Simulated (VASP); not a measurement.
# SiC (P3m1) in VASP: further runs, part 2 of 2

VASP 6.6.1. Earlier steps stand in the parts before.

## (4) Single point, PBE

This run uses another cell than the first one, of 11.28 Å³/atom, 1.048 times its volume.

INCAR

```
  PREC = Accurate
  ENCUT = 520
  EDIFF = 1E-6
  ISMEAR = 0
  SIGMA = 0.05
  LREAL = False
  LASPH = True
  NELM = 80
  ALGO = Normal
  ISIF = 2
  LWAVE = False
  LCHARG = False
  GGA = PE
  NBANDS = 26
```

KPOINTS

```
Automatic mesh
0
Gamma
  10 10 3
```

POSCAR

```
SiC
1.0
   -3.0941201809      0.0000000000      0.0000000000
   -1.5470600905     -2.6795866790      0.0000000000
    0.0000000000      0.0000000000     10.8793391998
Si C
4 4
Direct
    0.6666666667      0.6666666667      0.0875609685
    0.3333333333      0.3333333333      0.5530919633
    1.0000000000      1.0000000000      0.7859090125
    1.0000000000      1.0000000000      0.3203780178
    0.6666666667      0.6666666667      0.8435490952
    0.3333333333      0.3333333333      0.3780181004
    0.0000000000      0.0000000000      0.6113798161
    0.0000000000      0.0000000000      0.1458488213
```

Potentials or basis: VASP PAW PBE potentials, release 64 (Si, C).

Started as:

```
cat potpaw_PBE.64/Si/POTCAR potpaw_PBE.64/C/POTCAR > POTCAR
mpirun -np 1 vasp_std > vasp.out
```

OUTCAR:

```text
PREC = Accurate
   ENCUT = 520
   EDIFF = 1E-6
   ISMEAR = 0
   LREAL = False
   LASPH = True
   NELM = 80
   ISIF = 2
   GGA = PE

 ion  position               nearest neighbor table
   1  0.667  0.667  0.088-   8 1.90   8 1.90   8 1.90   4 3.10   4 3.10   4 3.10
   2  0.333  0.333  0.553-   7 1.90   7 1.90   7 1.90   6 1.90   4 3.10   4 3.10   4 3.10   3 3.10
                             3 3.10   3 3.10
   3  0.000  0.000  0.786-   5 1.89   5 1.89   5 1.89   7 1.90   2 3.10   2 3.10   2 3.10
   4  0.000  0.000  0.320-   6 1.89   6 1.89   6 1.89   8 1.90   2 3.10   2 3.10   2 3.10   1 3.10
                             1 3.10   1 3.10
   5  0.667  0.667  0.844-   3 1.89   3 1.89   3 1.89
   6  0.333  0.333  0.378-   4 1.89   4 1.89   4 1.89   2 1.90
   7  0.000  0.000  0.611-   2 1.90   2 1.90   2 1.90   3 1.90
   8  0.000  0.000  0.146-   1 1.90   1 1.90   1 1.90   4 1.90

  LATTYP: Found a hexagonal cell.
 ALAT       =     3.0941201809
 C/A-ratio  =     3.5161333638

  Lattice vectors:

 A1 = (   1.5470600905,   2.6795866790,   0.0000000000)
 A2 = (  -3.0941201809,   0.0000000000,   0.0000000000)
 A3 = (   0.0000000000,   0.0000000000,  10.8793391998)

Analysis of symmetry for initial positions (statically):
=====================================================================
 Subroutine PRICEL returns:
 Original cell was already a primitive cell.

 Routine SETGRP: Setting up the symmetry group for a
 hexagonal supercell.

 Subroutine GETGRP returns: Found  6 space group operations
 (whereof  6 operations were pure point group operations)
 out of a pool of 24 trial point group operations.

The static configuration has the point symmetry C_3v.

Analysis of symmetry for dynamics (positions and initial velocities):
=====================================================================
 Subroutine PRICEL returns:
 Original cell was already a primitive cell.
[... 143 lines left out ...]
  Thomas-Fermi vector in A             =   2.295523
   LORBIT       =      0    0 simple, 1 ext, 2 COOP (PROOUT), +10 PAW based schemes
   GGA     = PE    functional components
   LHFCALC =     F    Hartree Fock is set to
   AEXX    =    0.0000 exact exchange contribution
   IVDW    =     0    specifies the selected vdW correction
   LEPSILON=     F    determine dielectric tensor
   LRPA    =     F    only Hartree local field effects (RPA)
 non-spin polarized calculation
 Gauss-broadening in eV      SIGMA  =   0.05
  energy-cutoff  :      520.00
  volume of cell :       90.20
 maximum number of plane-waves:      2452
   NGX = 11   NGY = 11   NGZ = 41

 number of electron      32.0000001 magnetization

 Free energy of the ion-electron system (eV)
  ---------------------------------------------------
  ext. energy  EPLUGINS =         0.00000000
  ---------------------------------------------------
  free energy    TOTEN  =       -58.61249840 eV

  energy without entropy =      -58.61249840  energy(sigma->0) =      -58.61249840

 E-fermi :   7.9433     XC(G=0): -10.9403

 val. band max:        7.7348281728   @ k =   0.0000   0.0000   0.0000
 cond. band min:       8.8055160172   @ k =   0.5000   0.0000   0.0000
 fundamental gap:      1.0706878444
 Fermi energy:         7.9433288481

 k-point     1 :       0.0000    0.0000    0.0000
  band No.  band energies     occupation
      1      -8.2778      2.00000
      2      -7.3244      2.00000
      3      -6.3438      2.00000
      4      -4.6991      2.00000
      5      -1.0252      2.00000
      6       2.0446      2.00000
[... 685 lines left out ...]
     25      14.5957      0.00000
     26      16.0531      0.00000

 [... further k-points ...]

------------------------ aborting loop because EDIFF is reached ----------------------------------------

  FORCE on cell =-STRESS in cart. coord.  units (eV):
  Direction    XX          YY          ZZ          XY          YZ          ZX
  --------------------------------------------------------------------------------------
  -------------------------------------------------------------------------------------
  Total       -0.0545704     -0.0545704     -7.3843435     -0.0000000      0.0000000     -0.0000000
  in kB       -0.9693043     -0.9693043   -131.1640948     -0.0000000      0.0000000     -0.0000000
  external PRESSURE =     -44.3675678 kB  Pullay stress =       0.0000000 kB

 VOLUME and BASIS-vectors are now :
 -----------------------------------------------------------------------------
  energy-cutoff  :      520.00
  volume of cell :       90.20
      direct lattice vectors                 reciprocal lattice vectors
    -3.094120181  0.000000000  0.000000000    -0.323193652  0.186595942  0.000000000
    -1.547060091 -2.679586679  0.000000000     0.000000000 -0.373191884  0.000000000
     0.000000000  0.000000000 10.879339200     0.000000000  0.000000000  0.091917347

 POSITION                                       TOTAL-FORCE (eV/Angst)
 -----------------------------------------------------------------------------------
     -3.09412     -1.78639      0.95261         0.000000      0.000000     -1.927811
     -1.54706     -0.89320      6.01728        -0.000000     -0.000000      0.458869
      0.00000      0.00000      8.55017        -0.000000      0.000000      2.147677
      0.00000      0.00000      3.48550        -0.000000     -0.000000      0.463588
     -3.09412     -1.78639      9.17726         0.000000      0.000000      0.682575
     -1.54706     -0.89320      4.11259         0.000000      0.000000     -0.422025
      0.00000      0.00000      6.65141         0.000000     -0.000000     -0.574568
      0.00000      0.00000      1.58674         0.000000      0.000000     -0.828306
 -----------------------------------------------------------------------------------
    total drift:                               -0.000000     -0.000000     -0.000424

  FREE ENERGIE OF THE ION-ELECTRON SYSTEM (eV)
  ---------------------------------------------------
  free  energy   TOTEN  =       -58.6124984011 eV

  energy  without entropy=      -58.6124984011  energy(sigma->0) =      -58.61249840
```

OSZICAR:

```text
N       E                     dE             d eps       ncg     rms          rms(c)
DAV:   1     0.766565091190E+02    0.76657E+02   -0.14268E+04  1872   0.110E+03
DAV:   2    -0.584534819991E+02   -0.13511E+03   -0.12509E+03  2416   0.195E+02
DAV:   3    -0.659048472072E+02   -0.74514E+01   -0.73865E+01  2522   0.431E+01
DAV:   4    -0.660196651519E+02   -0.11482E+00   -0.11464E+00  2464   0.614E+00
DAV:   5    -0.660221431951E+02   -0.24780E-02   -0.24765E-02  2540   0.866E-01    0.170E+01
DAV:   6    -0.587260173263E+02    0.72961E+01   -0.19387E+01  2440   0.200E+01    0.759E+00
DAV:   7    -0.586457116500E+02    0.80306E-01   -0.20491E+00  2480   0.682E+00    0.359E+00
DAV:   8    -0.586139154597E+02    0.31796E-01   -0.97195E-02  2422   0.172E+00    0.143E+00
DAV:   9    -0.586118161310E+02    0.20993E-02   -0.17972E-02  2600   0.916E-01    0.219E-01
DAV:  10    -0.586122258586E+02   -0.40973E-03   -0.28679E-03  2398   0.316E-01    0.111E-01
DAV:  11    -0.586124497531E+02   -0.22389E-03   -0.53922E-04  2448   0.120E-01    0.537E-02
DAV:  12    -0.586124960076E+02   -0.46255E-04   -0.72724E-05  2272   0.506E-02    0.108E-02
DAV:  13    -0.586124978434E+02   -0.18358E-05   -0.11572E-05  2512   0.186E-02    0.553E-03
DAV:  14    -0.586124984011E+02   -0.55775E-06   -0.12149E-06  1456   0.623E-03
   1 F= -.58612498E+02 E0= -.58612498E+02  d E =-.108107E-10
```

Wall time 33 s (1 thread of Intel Xeon 6975P-C (Granite Rapids), shared host); peak memory 0.22 GiB.

What came out:

```
Free energy            : -58.6125 eV
Pressure               : -4.4 GPa
Largest force          : 2.148 eV/Å
Band gap on the k mesh : 1.07 eV, indirect (least direct gap 2.39 eV)
```

Forces in eV/Å, atoms in the order of the input:
```
Si   0.000  0.000 -1.928
Si   0.000  0.000  0.459
Si   0.000  0.000  2.148
Si   0.000  0.000  0.464
C    0.000  0.000  0.683
C    0.000  0.000 -0.422
C    0.000  0.000 -0.575
C    0.000  0.000 -0.828
```

Stress tensor (GPa, compression positive):
```
 -0.10   0.00   0.00
  0.00  -0.10   0.00
  0.00   0.00 -13.12
```

Levels at points of the mesh, in eV from the valence-band top:
```csv
k point,band 12,band 13,band 14,band 15,band 16,band 17,band 18,band 19,band 20,band 21
"(0.00, 0.00, 0.00)",-1.02,-1.02,-0.65,0.00,0.00,2.57,4.30,4.84,5.94,6.10
"(0.50, 0.00, 0.00)",-3.26,-3.20,-2.55,-1.43,-1.32,1.07,1.81,2.48,3.82,4.40
```

Caveat: forces of over 1 eV/Å act on the atoms, so gaps and moduli don't describe the material at rest. A k mesh can miss the band edges.

## (5) Single point, PBE

This run uses another cell than the first one, of 11.53 Å³/atom, 1.072 times its volume.

INCAR

```
  PREC = Accurate
  ENCUT = 520
  EDIFF = 1E-6
  ISMEAR = 0
  SIGMA = 0.05
  LREAL = F
  LASPH = T
  NELM = 100
  ALGO = Normal
  ISIF = 2
  LWAVE = F
  LCHARG = T
  GGA = PE
  LELF = T
  LVHAR = T
  NBANDS = 26
```

KPOINTS is that of step 4.

POSCAR

```
SiC
1.0
   -3.0941201809      0.0000000000      0.0000000000
   -1.5470600905     -2.6795866790      0.0000000000
    0.0000000000      0.0000000000     11.1293391998
Si C
4 4
Direct
    0.6666666667      0.6666666667      0.0855940735
    0.3333333333      0.3333333333      0.5406677763
    1.0000000000      1.0000000000      0.7682550216
    1.0000000000      1.0000000000      0.3131813187
    0.6666666667      0.6666666667      0.8246003265
    0.3333333333      0.3333333333      0.3695266237
    0.0000000000      0.0000000000      0.5976463005
    0.0000000000      0.0000000000      0.1425725976
```

Potentials or basis: VASP PAW PBE potentials, release 64 (Si, C).

Started as:

```
cat potpaw_PBE.64/Si/POTCAR potpaw_PBE.64/C/POTCAR > POTCAR
mpirun -np 1 vasp_std > vasp.out
```

OUTCAR:

```text
PREC = Accurate
   ENCUT = 520
   EDIFF = 1E-6
   ISMEAR = 0
   LREAL = F
   LASPH = T
   NELM = 100
   ISIF = 2
   GGA = PE

 ion  position               nearest neighbor table
   1  0.667  0.667  0.086-   8 1.90   8 1.90   8 1.90   4 3.10   4 3.10   4 3.10
   2  0.333  0.333  0.541-   7 1.90   7 1.90   7 1.90   6 1.90   4 3.10   4 3.10   4 3.10   3 3.10
                             3 3.10   3 3.10
   3  0.000  0.000  0.768-   5 1.89   5 1.89   5 1.89   7 1.90   2 3.10   2 3.10   2 3.10
   4  0.000  0.000  0.313-   6 1.89   6 1.89   6 1.89   8 1.90   2 3.10   2 3.10   2 3.10   1 3.10
                             1 3.10   1 3.10
   5  0.667  0.667  0.825-   3 1.89   3 1.89   3 1.89
   6  0.333  0.333  0.370-   4 1.89   4 1.89   4 1.89   2 1.90
   7  0.000  0.000  0.598-   2 1.90   2 1.90   2 1.90   3 1.90
   8  0.000  0.000  0.143-   1 1.90   1 1.90   1 1.90   4 1.90

  LATTYP: Found a hexagonal cell.
 ALAT       =     3.0941201809
 C/A-ratio  =     3.5969317768

  Lattice vectors:

 A1 = (   1.5470600905,   2.6795866790,   0.0000000000)
 A2 = (  -3.0941201809,   0.0000000000,   0.0000000000)
 A3 = (   0.0000000000,   0.0000000000,  11.1293391998)

Analysis of symmetry for initial positions (statically):
=====================================================================
 Subroutine PRICEL returns:
 Original cell was already a primitive cell.

 Routine SETGRP: Setting up the symmetry group for a
 hexagonal supercell.

 Subroutine GETGRP returns: Found  6 space group operations
 (whereof  6 operations were pure point group operations)
 out of a pool of 24 trial point group operations.

The static configuration has the point symmetry C_3v.

Analysis of symmetry for dynamics (positions and initial velocities):
=====================================================================
 Subroutine PRICEL returns:
 Original cell was already a primitive cell.

 Routine SETGRP: Setting up the symmetry group for a
 hexagonal supercell.

 Subroutine GETGRP returns: Found  6 space group operations
[... 141 lines left out ...]
   LHFCALC =     F    Hartree Fock is set to
   AEXX    =    0.0000 exact exchange contribution
   IVDW    =     0    specifies the selected vdW correction
   LEPSILON=     F    determine dielectric tensor
   LRPA    =     F    only Hartree local field effects (RPA)
 non-spin polarized calculation
 Gauss-broadening in eV      SIGMA  =   0.05
  energy-cutoff  :      520.00
  volume of cell :       92.27
 maximum number of plane-waves:      2504
   NGX = 11   NGY = 11   NGZ = 41

 number of electron      32.0000001 magnetization

 Free energy of the ion-electron system (eV)
  ---------------------------------------------------
  ext. energy  EPLUGINS =         0.00000000
  ---------------------------------------------------
  free energy    TOTEN  =       -58.01893469 eV

  energy without entropy =      -58.01893469  energy(sigma->0) =      -58.01893469

 E-fermi :   7.7644     XC(G=0): -10.8124

 val. band max:        7.5519467563   @ k =   0.0000   0.0000   0.0000
 cond. band min:       8.2227217644   @ k =   0.5000  -0.0000   0.0000
 fundamental gap:      0.6707750080
 Fermi energy:         7.7644154917

 k-point     1 :       0.0000    0.0000    0.0000
  band No.  band energies     occupation
      1      -8.6230      2.00000
      2      -7.6684      2.00000
      3      -6.5915      2.00000
      4      -4.9602      2.00000
      5      -1.2556      2.00000
      6       1.5962      2.00000
[... 685 lines left out ...]
     25      14.2541      0.00000
     26      15.7201      0.00000

 [... further k-points ...]

------------------------ aborting loop because EDIFF is reached ----------------------------------------

  FORCE on cell =-STRESS in cart. coord.  units (eV):
  Direction    XX          YY          ZZ          XY          YZ          ZX
  --------------------------------------------------------------------------------------
  -------------------------------------------------------------------------------------
  Total        0.0195512      0.0195512     -7.0568959      0.0000000      0.0000000      0.0000000
  in kB        0.3394760      0.3394760   -122.5321139      0.0000000      0.0000000      0.0000000
  external PRESSURE =     -40.6177206 kB  Pullay stress =       0.0000000 kB

 VOLUME and BASIS-vectors are now :
 -----------------------------------------------------------------------------
  energy-cutoff  :      520.00
  volume of cell :       92.27
      direct lattice vectors                 reciprocal lattice vectors
    -3.094120181  0.000000000  0.000000000    -0.323193652  0.186595942  0.000000000
    -1.547060091 -2.679586679  0.000000000     0.000000000 -0.373191884  0.000000000
     0.000000000  0.000000000 11.129339200     0.000000000  0.000000000  0.089852594

 POSITION                                       TOTAL-FORCE (eV/Angst)
 -----------------------------------------------------------------------------------
     -3.09412     -1.78639      0.95261         0.000000      0.000000     -1.544857
     -1.54706     -0.89320      6.01728         0.000000     -0.000000      0.516826
      0.00000      0.00000      8.55017         0.000000      0.000000      2.528427
      0.00000      0.00000      3.48550         0.000000     -0.000000      0.514696
     -3.09412     -1.78639      9.17726        -0.000000     -0.000000      0.013120
     -1.54706     -0.89320      4.11259        -0.000000     -0.000000     -0.463020
      0.00000      0.00000      6.65141        -0.000000     -0.000000     -0.674655
      0.00000      0.00000      1.58674        -0.000000     -0.000000     -0.890536
 -----------------------------------------------------------------------------------
    total drift:                               -0.000000     -0.000000      0.000819

  FREE ENERGIE OF THE ION-ELECTRON SYSTEM (eV)
  ---------------------------------------------------
  free  energy   TOTEN  =       -58.0189346911 eV

  energy  without entropy=      -58.0189346911  energy(sigma->0) =      -58.01893469
```

OSZICAR:

```text
N       E                     dE             d eps       ncg     rms          rms(c)
DAV:   1     0.786380177225E+02    0.78638E+02   -0.14273E+04  1872   0.110E+03
DAV:   2    -0.577456667532E+02   -0.13638E+03   -0.12663E+03  2428   0.194E+02
DAV:   3    -0.655249272523E+02   -0.77793E+01   -0.77110E+01  2566   0.438E+01
DAV:   4    -0.656520473199E+02   -0.12712E+00   -0.12693E+00  2432   0.644E+00
DAV:   5    -0.656549649445E+02   -0.29176E-02   -0.29156E-02  2550   0.940E-01    0.171E+01
DAV:   6    -0.581804449445E+02    0.74745E+01   -0.19871E+01  2472   0.207E+01    0.781E+00
DAV:   7    -0.580575660656E+02    0.12288E+00   -0.21852E+00  2526   0.788E+00    0.388E+00
DAV:   8    -0.580237949506E+02    0.33771E-01   -0.23236E-01  2518   0.279E+00    0.185E+00
DAV:   9    -0.580183332214E+02    0.54617E-02   -0.50143E-02  2424   0.129E+00    0.270E-01
DAV:  10    -0.580185739948E+02   -0.24077E-03   -0.31899E-03  2440   0.355E-01    0.135E-01
DAV:  11    -0.580188593632E+02   -0.28537E-03   -0.11819E-03  2512   0.172E-01    0.772E-02
DAV:  12    -0.580189322214E+02   -0.72858E-04   -0.19867E-04  2334   0.780E-02    0.137E-02
DAV:  13    -0.580189334107E+02   -0.11893E-05   -0.20793E-05  2440   0.260E-02    0.735E-03
DAV:  14    -0.580189344814E+02   -0.10707E-05   -0.29279E-06  2262   0.910E-03    0.233E-03
DAV:  15    -0.580189346911E+02   -0.20970E-06   -0.51919E-07  1274   0.431E-03
   1 F= -.58018935E+02 E0= -.58018935E+02  d E =-.670790E-11
```

stdout:

```text
POSCAR found type information on POSCAR SiC
 POSCAR found :  2 types and       8 ions
 scaLAPACK will be used
 LDA part: xc-table for (Slater+PW92), standard interpolation
 POSCAR, INCAR and KPOINTS ok, starting setup
 FFT: planning ... GRIDC
 FFT: planning ... GRID_SOFT
 FFT: planning ... GRID
 WAVECAR not read
 entering main loop
```

Wall time 42 s (1 thread of Intel Xeon 6975P-C (Granite Rapids), shared host); peak memory 0.22 GiB.

Results:

```
Free energy            : -58.0189 eV
Pressure               : -4.1 GPa
Largest force          : 2.528 eV/Å
Band gap on the k mesh : 0.67 eV, indirect (least direct gap 1.74 eV)
```

Forces in eV/Å, atoms in the order of the input:
```
Si   0.000  0.000 -1.545
Si   0.000  0.000  0.517
Si   0.000  0.000  2.528
Si   0.000  0.000  0.515
C    0.000  0.000  0.013
C    0.000  0.000 -0.463
C    0.000  0.000 -0.675
C    0.000  0.000 -0.891
```

Levels at points of the mesh, in eV from the valence-band top:
| k point | band 14 | band 15 | band 16 | band 17 | band 18 | band 19 |
| --- | --- | --- | --- | --- | --- | --- |
| (0.00, 0.00, 0.00) | -0.72 | 0.00 | 0.00 | 1.74 | 4.13 | 4.67 |
| (0.50, 0.00, 0.00) | -2.67 | -1.46 | -1.10 | 0.67 | 1.69 | 2.14 |

Caveat: forces of over 1 eV/Å act on the atoms, so gaps and moduli don't describe the material at rest. A k mesh can miss the band edges.

## (6) The runs side by side

```csv
cell,gap on the mesh (eV),pressure (GPa),largest force (eV/Å)
"a = 3.094, b = 3.094, c = 10.379 Å, angles 90.0, 90.0, 60.0°, 8 atoms",1.96,-3.3,1.88
"a = 3.094, b = 3.094, c = 10.629 Å, angles 90.0, 90.0, 60.0°, 8 atoms",1.51,-4.4,2.17
"a = 3.094, b = 3.094, c = 10.879 Å, angles 90.0, 90.0, 60.0°, 8 atoms",1.07,-4.4,2.15
"a = 3.094, b = 3.094, c = 11.129 Å, angles 90.0, 90.0, 60.0°, 8 atoms",0.67,-4.1,2.53
```

Alike in all rows: task single point; level PBE; potentials or basis VASP PAW PBE potentials, release 64 (Si, C); no spin polarisation; k mesh 10 × 10 × 3; cutoff (eV) 520; smearing gaussian 0.05 eV.

Caveats: forces of over 1 eV/Å act on the atoms, so gaps and moduli don't describe the material at rest.

Total energies depend on the potentials used, so only differences within one code and one set of settings carry meaning.
